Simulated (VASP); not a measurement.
# Hf (Im-3m) in VASP: a series of runs

Runs on Hf. Level: PBE. Tasks: single point.

Program: VASP 6.6.1. These are calculated values, not measurements. Logs are shortened: lines on timing, memory, paths and dates and some standing lists are left out, and cuts for length are marked.

## Step 1: The cell of the first run

The structure is cubic, space group Im-3m (No. 229). The conventional cell has a = 3.634 Å, b = 3.634 Å, c = 3.634 Å, α = 90.00°, β = 90.00°, γ = 90.00°. Hf (site symmetry m-3m) has 14 Hf at 3.15 to 3.63 Å within 4.1 Å.

## Step 2: Single point, PBE (volume scaled by 1.02)

Contents of INCAR:

```
  ALGO = Normal
  EDIFF = 1E-7
  ENCUT = 520
  GGA = PE
  ISIF = 2
  ISMEAR = -1
  LASPH = True
  LCHARG = False
  LREAL = False
  LWAVE = False
  NBANDS = 11
  NELM = 100
  PREC = Accurate
  SIGMA = 0.05
```

Contents of KPOINTS:

```
k-points
0
Gamma
  14 14 14
```

Contents of POSCAR:

```
Hf
1.0
   -1.8169539908      1.8169539908      1.8169539908
    1.8169539908     -1.8169539908      1.8169539908
    1.8169539908      1.8169539908     -1.8169539908
Hf
1
Direct
    0.0000000000      0.0000000000      0.0000000000
```

Potentials or basis: VASP PAW PBE potentials, release 64 (Hf_pv).

On the command line:

```bash
$ cat potpaw_PBE.64/Hf_pv/POTCAR > POTCAR
$ mpirun -np 1 vasp_std > vasp.out
```

OUTCAR:

```text
EDIFF = 1E-7
   ENCUT = 520
   GGA = PE
   ISIF = 2
   ISMEAR = -1
   LASPH = True
   LREAL = False
   NELM = 100
   PREC = Accurate

 ion  position               nearest neighbor table
   1  0.000  0.000  0.000-

  LATTYP: Found a body centered cubic cell.
 ALAT       =     3.6339079816

  Lattice vectors:

 A1 = (  -1.8169539908,   1.8169539908,   1.8169539908)
 A2 = (   1.8169539908,  -1.8169539908,   1.8169539908)
 A3 = (   1.8169539908,   1.8169539908,  -1.8169539908)

Analysis of symmetry for initial positions (statically):
=====================================================================
 Subroutine PRICEL returns:
 Original cell was already a primitive cell.

 Routine SETGRP: Setting up the symmetry group for a
 body centered cubic supercell.

 Subroutine GETGRP returns: Found 48 space group operations
 (whereof 48 operations were pure point group operations)
 out of a pool of 48 trial point group operations.

The static configuration has the point symmetry O_h .

Analysis of symmetry for dynamics (positions and initial velocities):
=====================================================================
 Subroutine PRICEL returns:
 Original cell was already a primitive cell.

 Routine SETGRP: Setting up the symmetry group for a
 body centered cubic supercell.

 Subroutine GETGRP returns: Found 48 space group operations
 (whereof 48 operations were pure point group operations)
 out of a pool of 48 trial point group operations.

The dynamic configuration has the point symmetry O_h .

 Subroutine INISYM returns: Found 48 space group operations
 (whereof 48 operations are pure point group operations),
 and found     1 'primitive' translations

----------------------------------------------------------------------------------------

                                     Primitive cell

  volume of cell :      23.9934

  direct lattice vectors                    reciprocal lattice vectors
    -1.816953991  1.816953991  1.816953991     0.000000000  0.275185834  0.275185834
     1.816953991 -1.816953991  1.816953991     0.275185834  0.000000000  0.275185834
     1.816953991  1.816953991 -1.816953991     0.275185834  0.275185834  0.000000000

  length of vectors
     3.147056627  3.147056627  3.147056627     0.389171539  0.389171539  0.389171539

  position of ions in fractional coordinates (direct lattice)
     0.000000000  0.000000000  0.000000000

  ion indices of the primitive-cell ions
   primitive index   ion index
                 1           1

----------------------------------------------------------------------------------------

 KPOINTS: k-points

Automatic generation of k-mesh.
 Grid dimensions read from file:
 generate k-points for:   14   14   14

 Generating k-lattice:

  Cartesian coordinates                     Fractional coordinates (reciprocal lattice)
     0.000000000  0.019656131  0.019656131     0.071428571  0.000000000  0.000000000
     0.019656131  0.000000000  0.019656131     0.000000000  0.071428571  0.000000000
     0.019656131  0.019656131  0.000000000     0.000000000  0.000000000  0.071428571

  Length of vectors
     0.027797967  0.027797967  0.027797967

  Shift w.r.t. Gamma in fractional coordinates (k-lattice)
     0.000000000  0.000000000  0.000000000

 Subroutine IBZKPT returns following result:
 ===========================================

 Found    104 irreducible k-points:

 Following reciprocal coordinates:
            Coordinates               Weight
  0.000000  0.000000  0.000000      1.000000
  0.071429  0.000000  0.000000     12.000000
  0.142857  0.000000  0.000000     12.000000
  0.214286  0.000000  0.000000     12.000000
  0.285714  0.000000  0.000000     12.000000
  0.357143  0.000000  0.000000     12.000000
[... 16 lines left out ...]
  0.285714  0.285714  0.000000     24.000000
  0.357143  0.285714  0.000000     24.000000
 [... further k-points ...]
   k-points           NKPTS =    104   k-points in BZ     NKDIM =    104   number of bands    NBANDS=     11
   number of dos      NEDOS =    301   number of ions     NIONS =      1
   total plane-waves  NPLWV =  13824
   dimension x,y,z NGX =    24 NGY =   24 NGZ =   24
   dimension x,y,z NGXF=    48 NGYF=   48 NGZF=   48
   ions per type =               1
   NGX,Y,Z   is equivalent  to a cutoff of  12.68, 12.68, 12.68 a.u.
   NGXF,Y,Z  is equivalent  to a cutoff of  25.36, 25.36, 25.36 a.u.
 SYSTEM =  unknown system
   PREC   = accura    normal or accurate (medium, high low for compatibility)
   ISTART =      0    job   : 0-new  1-cont  2-samecut
   ICHARG =      2    charge: 1-file 2-atom 10-const
   ISPIN  =      1    spin polarized calculation?
   LNONCOLLINEAR =      F non collinear calculations
   LSORBIT =      F    spin-orbit coupling
   LASPH  =      T    aspherical Exc in radial PAW
   ENCUT  =  520.0 eV  38.22 Ry    6.18 a.u.   5.85  5.85  5.85*2*pi/ulx,y,z
   NELM   =    100;   NELMIN=  2; NELMDL= -5     # of ELM steps
   EDIFF  = 0.1E-06   stopping-criterion for ELM
   LREAL  =      F    real-space projection
   EDIFFG = 0.1E-05   stopping-criterion for IOM
   NSW    =      0    number of steps for IOM
   IBRION =     -1    ionic relax: 0-MD 1-quasi-New 2-CG
   NFREE  =      0    steps in history (QN), initial steepest desc. (CG)
   ISIF   =      2    stress and relaxation
   ISYM   =      2    0-nonsym 1-usesym 2-fastsym
   POTIM  = 0.5000    time-step for ionic-motion
   TEBEG  =    0.0;   TEEND  =   0.0 temperature during run
   PSTRESS=    0.0 pullay stress
   NELECT =      10.0000    total number of electrons
   NUPDOWN=      -1.0000    fix difference up-down
   EMIN   =  10.00;   EMAX   =-10.00  energy-range for DOS
   EFERMI =   0.00;   METHOD = LEGACY
   ISMEAR =    -1;   SIGMA  =   0.05  broadening in eV -4-tet -1-fermi 0-gaus
   EFERMI_NEDOS =   21; number of points for ismear=-14 and -15
   IALGO  =     38    algorithm
   IMIX   =      4    mixing-type and parameters
     AMIX     =   0.40;   BMIX     =  1.00
     AMIX_MAG =   1.60;   BMIX_MAG =  1.00
  volume/ion in A,a.u.               =      23.99       161.92
  Fermi-wavevector in a.u.,A,eV,Ry     =   1.222862  2.310875 20.346047  1.495392
  Thomas-Fermi vector in A             =   2.357994
   LORBIT       =      0    0 simple, 1 ext, 2 COOP (PROOUT), +10 PAW based schemes
   GGA     = PE    functional components
   LHFCALC =     F    Hartree Fock is set to
   AEXX    =    0.0000 exact exchange contribution
   IVDW    =     0    specifies the selected vdW correction
   LEPSILON=     F    determine dielectric tensor
   LRPA    =     F    only Hartree local field effects (RPA)
 non-spin polarized calculation
  energy-cutoff  :      520.00
  volume of cell :       23.99
 maximum number of plane-waves:       682
   NGX = 11   NGY = 11   NGZ = 11

 number of electron      10.0000000 magnetization

 number of electron       9.9999998 magnetization

 Free energy of the ion-electron system (eV)
  ---------------------------------------------------
  ext. energy  EPLUGINS =         0.00000000
  ---------------------------------------------------
  free energy    TOTEN  =        -9.71124755 eV

  energy without entropy =       -9.69306042  energy(sigma->0) =       -9.70215399

 E-fermi :   4.1149     XC(G=0): -10.9708

 val. band max:        4.1146967689   @ k =   0.2857   0.0714   0.0714
 cond. band min:       4.1179105657   @ k =  -0.2857   0.3571   0.0714
 fundamental gap:      0.0032137968
 Fermi energy:         4.1148675102

 k-point     1 :       0.0000    0.0000    0.0000
  band No.  band energies     occupation
      1     -25.9951      2.00000
      2     -25.9951      2.00000
      3     -25.9951      2.00000
      4      -2.6910      2.00000
      5       5.5827      0.00000
      6       5.5827      0.00000
      7       5.5827      0.00000
      8       8.1646      0.00000
      9       8.1646      0.00000
     10      17.0693      0.00000
     11      17.0693      0.00000

 k-point     2 :       0.0714    0.0000    0.0000
  band No.  band energies     occupation
      1     -26.0288      2.00000
      2     -26.0058      2.00000
      3     -25.9951      2.00000
      4      -2.5171      2.00000
      5       5.4622      0.00000
      6       5.5348      0.00000
      7       5.7524      0.00000
      8       7.9768      0.00000
      9       8.1639      0.00000
     10      17.1112      0.00000
     11      17.2286      0.00000

 k-point     3 :       0.1429    0.0000    0.0000
  band No.  band energies     occupation
      1     -26.1221      2.00000
      2     -26.0358      2.00000
      3     -25.9953      2.00000
      4      -2.0166      2.00000
      5       5.1476      0.00000
      6       5.3208      0.00000
      7       6.2542      0.00000
      8       7.6760      0.00000
      9       8.1784      0.00000
     10      17.1100      0.00000
     11      17.5406      0.00000

 k-point     4 :       0.2143    0.0000    0.0000
  band No.  band energies     occupation
      1     -26.2542      2.00000
      2     -26.0787      2.00000
      3     -25.9956      2.00000
      4      -1.2576      2.00000
      5       4.7409      0.00001
      6       4.8981      0.00000
      7       7.0648      0.00000
      8       7.6209      0.00000
      9       8.2434      0.00000
     10      17.1051      0.00000
     11      17.3924      0.00000
[... 239 lines left out ...]
 k-point    22 :       0.3571    0.2143    0.0000
  band No.  band energies     occupation
      1     -26.5472      2.00000
      2     -26.3036      2.00000
      3     -26.0630      2.00000
      4       1.9714      2.00000
      5       3.6372      1.99986
      6       4.0789      1.34533
      7       7.9059      0.00000
      8       8.8812      0.00000
      9      11.8561      0.00000
     10      12.2126      0.00000
     11      15.4917      0.00000

 k-point    23 :       0.2857    0.2857    0.0000
  band No.  band energies     occupation
      1     -26.5122      2.00000
      2     -26.3410      2.00000
      3     -26.0715      2.00000
      4       2.2979      2.00000
      5       3.4328      2.00000
      6       3.9510      1.92731
      7       8.1170      0.00000
      8       8.6482      0.00000
      9      11.6286      0.00000
     10      12.4749      0.00000
     11      15.4373      0.00000

 k-point    24 :       0.3571    0.2857    0.0000
  band No.  band energies     occupation
      1     -26.4872      2.00000
      2     -26.3889      2.00000
      3     -26.0750      2.00000
      4       2.5528      2.00000
      5       3.5370      1.99998
      6       3.7424      1.99884
      7       8.2701      0.00000
      8       8.7213      0.00000
      9      10.9462      0.00000
     10      13.3222      0.00000
     11      14.6732      0.00000

 [... further k-points ...]

------------------------ aborting loop because EDIFF is reached ----------------------------------------

  FORCE on cell =-STRESS in cart. coord.  units (eV):
  Direction    XX          YY          ZZ          XY          YZ          ZX
  --------------------------------------------------------------------------------------
  -------------------------------------------------------------------------------------
  Total       -1.0264531     -1.0264531     -1.0264531      0.0000000      0.0000000      0.0000000
  in kB      -68.5421797    -68.5421797    -68.5421797      0.0000000      0.0000000      0.0000000
  external PRESSURE =     -68.5421797 kB  Pullay stress =       0.0000000 kB

 VOLUME and BASIS-vectors are now :
 -----------------------------------------------------------------------------
  energy-cutoff  :      520.00
  volume of cell :       23.99
      direct lattice vectors                 reciprocal lattice vectors
    -1.816953991  1.816953991  1.816953991     0.000000000  0.275185834  0.275185834
     1.816953991 -1.816953991  1.816953991     0.275185834  0.000000000  0.275185834
     1.816953991  1.816953991 -1.816953991     0.275185834  0.275185834  0.000000000

 POSITION                                       TOTAL-FORCE (eV/Angst)
 -----------------------------------------------------------------------------------
      0.00000      0.00000      0.00000         0.000000      0.000000      0.000000
 -----------------------------------------------------------------------------------
    total drift:                                0.000000      0.000000      0.000000

  FREE ENERGIE OF THE ION-ELECTRON SYSTEM (eV)
  ---------------------------------------------------
  free  energy   TOTEN  =        -9.7112475543 eV

  energy  without entropy=       -9.6930604182  energy(sigma->0) =       -9.70215399
```

Wall time 9.7 s (1 thread of Intel Xeon 6975P-C, shared host); peak memory 0.16 GiB.

Results:

| Quantity | Value |
| --- | --- |
| Free energy | -9.7112 eV |
| Pressure | -6.9 GPa |
| Band gap on the k mesh | zero (band 5 reaches 5.58 eV, above the bottom of band 6 at 3.40 eV) |

Caveat: spin-orbit coupling is left out, which moves the levels of the heavy elements.

(Continued in part 2 of 2.)
